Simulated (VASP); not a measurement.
A run of VASP 6.6.1:

The input INCAR:

```
SYSTEM = ScAl3
ALGO = Normal ; EDIFF = 1E-7
EDIFFG = -0.001 ; ENCUT = 600
GGA = PE ; IBRION = 2
ISIF = 3 ; ISMEAR = -1
LASPH = .TRUE. ; LCHARG = .FALSE.
LREAL = .FALSE. ; LWAVE = .FALSE.
NELM = 100 ; NSW = 80
PREC = Accurate ; SIGMA = 0.15
```

Contents of KPOINTS:

```
k-points
0
G
  12 12 12
  0 0 0
```

Contents of POSCAR:

```
ScAl3
1.0
    4.1053305952      0.0000000000      0.0000000000
    0.0000000000      4.1053305952      0.0000000000
    0.0000000000      0.0000000000      4.1053305952
Sc Al
1 3
Direct
    0.0000000000      0.0000000000      0.0000000000
    0.5000000000      0.0000000000      0.5000000000
    0.0000000000      0.5000000000      0.5000000000
    0.5000000000      0.5000000000      0.0000000000
```

Potentials or basis: VASP PAW PBE potentials, release 64 (Sc_sv, Al).

The run is started by

```console
$ cat potpaw_PBE.64/Sc_sv/POTCAR potpaw_PBE.64/Al/POTCAR > POTCAR
$ mpirun -np 1 vasp_std > vasp.out
```

Hardware: 1 thread of Intel(R) Xeon(R) Platinum 8259CL CPU @ 2.50GHz (Skylake/Cascade Lake) (shared host).

Problem. How long does it take, and how much memory?

Solution. Run time: 2.5 min on 1 thread of Intel(R) Xeon(R) Platinum 8259CL CPU @ 2.50GHz (Skylake/Cascade Lake), with other jobs on the host, peak memory 0.28 GiB. Counts: scf iterations 27, k points 84, ion steps 3.
